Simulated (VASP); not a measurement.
Molecule: F2, in a box.

```
CELL_PARAMETERS angstrom
9.00000 0.00000 0.00000
0.00000 9.50000 0.00000
0.00000 0.00000 10.00000
ATOMIC_POSITIONS crystal
F 0.50000 0.50000 0.43011
F 0.50000 0.50000 0.56989
```

Base run:

| Property | Result |
| --- | --- |
| Program | VASP 6.6.1 |
| Functional | PBEsol |
| Potentials or basis | VASP PAW PBE potentials, release 64 (F_h) |
| Cutoff | 910 eV |
| k mesh | 1 × 1 × 1 |
| Occupations | gaussian, width 0.05 eV |
| Spin | no spin polarisation |

Its results: gap between the frontier levels 3.74 eV; largest force 0.041 eV/Å.

The run is repeated on the same cell with these changes: potentials or basis from VASP PAW PBE potentials, release 64 (F_h) to VASP PAW PBE potentials, release 64 (F); cutoff from 910 eV to 520 eV; further incar settings from ALGO = Normal; EDIFF = 1e-06; NBANDS = 14; NELMDL = -8 to ALGO = Normal; EDIFF = 1e-06; NBANDS = 14. What comes out?

Gap between the frontier levels 3.66 eV; largest force 0.448 eV/Å.

Caveats: the PAW data sets were made with another functional, which shifts forces and pressure a little.

